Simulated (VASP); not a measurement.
Input of a VASP 6.6.1 run:

INCAR

```
PREC = Accurate
ENCUT = 520
EDIFF = 1E-6
ISMEAR = 0
SIGMA = 0.1
LREAL = False
LASPH = True
NELM = 60
ALGO = Normal
ISIF = 2
LWAVE = False
LCHARG = False
GGA = PE
NBANDS = 24
```

KPOINTS

```
regular mesh
0
Gamma
  12 12 12
```

File POSCAR:

```
Ta2Hg
1.0
    0.0000000000      3.2016167877      3.2016167877
    3.2016167877      0.0000000000      3.2016167877
    3.2016167877      3.2016167877      0.0000000000
Ta Hg
2 1
Direct
    0.2500000000      0.2500000000      0.2500000000
    0.7500000000      0.7500000000      0.7500000000
    0.0000000000      0.0000000000      0.0000000000
```

Potentials or basis: VASP PAW PBE potentials, release 64 (Ta_pv, Hg).

The run is started by

```bash
$ cat potpaw_PBE.64/Ta_pv/POTCAR potpaw_PBE.64/Hg/POTCAR > POTCAR
$ mpirun -np 1 vasp_std > vasp.out
```

Predict the band gap on the k mesh.

zero (band 17 reaches 4.44 eV, above the bottom of band 18 at 3.93 eV).

Predict the pressure.

0.4 GPa.

Caveat: spin-orbit coupling is left out, which moves the levels of the heavy elements.
